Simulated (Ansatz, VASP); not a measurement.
Ir: VASP beside Ansatz

```
Ir
1.0
     0.00000   -1.90541   -1.90541
     0.00000    1.90541   -1.90541
     3.81081    0.00000    0.00000
Ir
2
Direct
  0.52519 0.47481 0.48315
  0.97481 0.02519 0.01685
```

Change from the starting cell: mode 4 frozen in at -0.096 Å and mode 6 at -0.064 Å (largest displacements).

Alike in both runs: task single point; functional LDA; k mesh 16 × 16 × 12; occupations gaussian, width 0.15 eV; no spin polarisation.

|  | VASP | Ansatz |
| --- | --- | --- |
| version | VASP 6.6.1 | Ansatz 0.2.0 |
| potentials or method | VASP PAW LDA potentials, release 64 (Ir), cutoff 520 eV | scalar-relativistic, plane waves, PAW |
| valence electrons in the cell | 18 | 34 |

|  | VASP | Ansatz | Ansatz less VASP |
| --- | --- | --- | --- |
| gap on the k mesh at the Fermi level (eV) | none | none | - |
| pressure (GPa) | 10.2 | 7.5 | -2.72 |
| traceless stress, the component that is largest in VASP (GPa) | 9.24 | 9.19 | -0.057 |
| rms of the force components (eV/Å) | 1.594 | 1.554 | -0.0403 |

Ansatz warns that its potentials were made for another functional, while VASP's fit it. LDA's correlation is that of Perdew and Zunger in VASP and of Perdew and Wang (1992) in Ansatz. Atom by atom the forces differ by 0.041 eV/Å (rms over components). A gap of «none» marks a metal or a gap that the smearing closes. VASP's potentials hold 18 valence electrons a cell and Ansatz's 34, so a difference there can come from the potentials and not from the codes.

Neither program's run includes spin-orbit coupling.
